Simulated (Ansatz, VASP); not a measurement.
# Two plane-wave programs on WC

```
CELL_PARAMETERS angstrom
2.89841 0.00000 0.00000
-1.44921 2.51010 0.00000
0.00000 0.00000 16.41381
ATOMIC_POSITIONS crystal
C 0.66667 0.33333 0.45693
W 0.00000 0.00000 0.54307
```

Alike in both runs: task single point; functional PBEsol; k mesh 12 × 12 × 1; occupations gaussian, width 0.1 eV; no spin polarisation.

|  | VASP | Ansatz |
| --- | --- | --- |
| version | VASP 6.6.1 | Ansatz 0.2.0 |
| potentials or method | VASP PAW PBE potentials, release 64 (C, W_sv), cutoff 520 eV | scalar-relativistic, plane waves, PAW |
| valence electrons in the cell | 18 | 18 |

Ansatz gave:

```
rms of the force components (eV/Å) : 3.634
```

**Question.** Which values does VASP return?

**Answer.** rms of the force components (eV/Å): 3.613.

VASP's potentials were made for PBE, not for PBEsol. Atom by atom the forces differ by 0.020 eV/Å (rms over components). Ansatz's warnings: xc potential rough in thin density.

Spin-orbit coupling is off throughout.
